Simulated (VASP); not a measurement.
Runs of VASP 6.6.1 on Ru. The structure is that of space group R-3m (No. 166), or close to it. The cells are those of the table. 

```tsv
task	cell	k mesh	cutoff (eV)	gap on the mesh (eV)	pressure (GPa)	relaxed volume (Å³/atom)	largest force (eV/Å)
relaxation of cell and atoms	relaxed from a = 4.859 Å, angles 32.4°, 2 atoms	9 × 9 × 9	600	none	0.0	14.57	-
single point	a = 4.859 Å, angles 32.4°, 2 atoms	6 × 6 × 6	520	none	0.1	-	-
single point	a = 4.856 Å, angles 32.4°, 2 atoms	9 × 9 × 9	520	none	(b)	-	-
single point	a = 4.866 Å, angles 32.3°, 2 atoms	24 × 24 × 24	520	none	0.0	-	-
relaxation of cell and atoms	relaxed from a = 4.147 Å, angles 44.2°, 2 atoms	6 × 6 × 6	600	-	0.2	(a)	0.02
single point	a = 4.147 Å, angles 44.2°, 2 atoms	6 × 6 × 6	520	none	449.1	-	208.01
```

Alike in all rows: level PBE; potentials or basis VASP PAW PBE potentials, release 64 (Ru_pv); no spin polarisation; smearing gaussian 0.1 eV.

Problem. Estimate the missing entries.

Solution. (a) 13.85; (b) -0.1.

Caveats: some runs use coarse meshes; the bands computed are all filled at some k points, so no gap is given (some runs); forces of over 1 eV/Å act on the atoms, so gaps and moduli don't describe the material at rest (some runs).

A k mesh can miss the band edges, and the runs leave out spin-orbit coupling on Ru.

A gap of «none» marks levels without a gap at the run's occupations.
